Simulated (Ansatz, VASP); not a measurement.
Sn: VASP beside Ansatz

Contents of INCAR:

```
ALGO = Normal
EDIFF = 1E-6
ENCUT = 520
GGA = PE
ISIF = 2
ISMEAR = 0
LASPH = True
LCHARG = False
LREAL = False
LWAVE = False
NBANDS = 13
NELM = 100
PREC = Accurate
SIGMA = 0.02
```

Contents of KPOINTS:

```
k-points
0
Gamma
  11 11 11
```

The input POSCAR:

```
Sn
1.0
   -1.7265390000      1.7755470000      2.3383420000
    1.7265390000     -1.7755470000      2.3383420000
    1.7265390000      1.7755470000     -2.3383420000
Sn
1
Direct
    0.0000000000      0.0000000000      0.0000000000
```

File input.yaml:

```yaml
crystal:
  lattice:
    - [-1.726539, 1.775547, 2.338342]
    - [1.726539, -1.775547, 2.338342]
    - [1.726539, 1.775547, -2.338342]
  atoms:
    - { symbol: Sn, position: [0.0, 0.0, 0.0] }
kpoints:
  mp_grid: { grid: [11, 11, 11] }
scf:
  occupations: { method: gaussian, width: 0.02 }
hamiltonian:
  xc: pbe
  pseudopotentials: { kind: all_electron, lapw: { basis_error: 0.001 } }
output:
  forces: true
  stress: true
  eigenvalues: true
```

Alike in both runs: task single point; functional PBE; k mesh 11 × 11 × 11; occupations gaussian, width 0.02 eV; no spin polarisation.

|  | VASP | Ansatz |
| --- | --- | --- |
| version | VASP 6.6.1 | Ansatz 0.2.0 |
| potentials or method | VASP PAW PBE potentials, release 64 (Sn_d), cutoff 520 eV | all-electron LAPW, scalar-relativistic |

```tsv
	VASP	Ansatz	Ansatz less VASP
gap on the k mesh at the Fermi level (eV)	none	none	-
pressure (GPa)	-1.1	-1.0	+0.03
traceless stress, the component that is largest in VASP (GPa)	-1.23	-1.23	0.000
```

A gap of «none» marks a metal or a gap that the smearing closes. Ansatz ran all-electron here, and VASP with PAW potentials.
